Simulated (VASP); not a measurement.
Crystal: Na2ClF.

```
CELL_PARAMETERS angstrom
1.81069 1.04540 5.92066
-1.81069 1.04540 5.92066
0.00000 -2.09080 5.92066
ATOMIC_POSITIONS crystal
F 0.00000 0.00000 0.00000
Cl 0.50000 0.50000 0.50000
Na 0.26344 0.26344 0.26344
Na 0.73656 0.73656 0.73656
```

Base run:

| Item | Value |
| --- | --- |
| Program | VASP 6.6.1 |
| Functional | PBE |
| Potentials or basis | VASP PAW PBE potentials, release 64 (F, Cl, Na_pv) |
| Cutoff | 520 eV |
| k mesh | 6 × 6 × 6 |
| Occupations | gaussian, width 0.01 eV |
| Spin | no spin polarisation |

Its results: band gap on the k mesh 4.34 eV, direct; pressure 1.9 GPa; largest force 0.033 eV/Å.

The run is repeated on the same cell with these changes: functional from PBE to r2SCAN. What comes out?

Band gap on the k mesh 5.05 eV, direct; pressure -0.4 GPa; largest force 0.003 eV/Å.

r2SCAN gives the wider gap, since meta-GGAs in the generalised Kohn-Sham scheme recover part of the derivative discontinuity.

Caveats: the PAW data sets were made with another functional, which shifts forces and pressure a little (some runs).

A k mesh can miss the band edges.
